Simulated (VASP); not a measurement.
A run of VASP 6.6.1:

The input INCAR:

```
  ALGO = Normal
  EDIFF = 1E-6
  ENCUT = 520
  GGA = RP
  ISIF = 2
  ISMEAR = -1
  LASPH = True
  LCHARG = True
  LELF = True
  LREAL = False
  LVHAR = True
  LWAVE = False
  NBANDS = 38
  NELM = 80
  PREC = Accurate
  SIGMA = 0.1
```

KPOINTS

```
k-points
0
Gamma
  4 4 4
```

Contents of POSCAR:

```
Na
1.0
    6.8223984842      0.0000000000      0.0000000000
    0.0000000000      6.8223984842      0.0000000000
    0.0000000000      0.0000000000      6.8223984842
Na
8
Direct
    1.0000000000      1.0000000000      1.0000000000
    0.5000000000      0.5000000000      0.5000000000
    0.2500000000      0.0000000000      0.5000000000
    0.7500000000      1.0000000000      0.5000000000
    0.5000000000      0.2500000000      1.0000000000
    0.5000000000      0.7500000000      1.0000000000
    0.0000000000      0.5000000000      0.2500000000
    0.0000000000      0.5000000000      0.7500000000
```

Potentials or basis: VASP PAW PBE potentials, release 64 (Na_pv).

Launch:

```sh
$ cat potpaw_PBE.64/Na_pv/POTCAR > POTCAR
$ mpirun -np 1 vasp_std > vasp.out
```

Hardware: 1 thread of Intel(R) Xeon(R) 6975P-C (Granite Rapids) (shared host).

How long does it take, and how much memory?

Run time: 54 s on 1 thread of Intel(R) Xeon(R) 6975P-C (Granite Rapids), on a shared host, peak memory 0.4 GiB. Counts: scf iterations 11, k points 10.
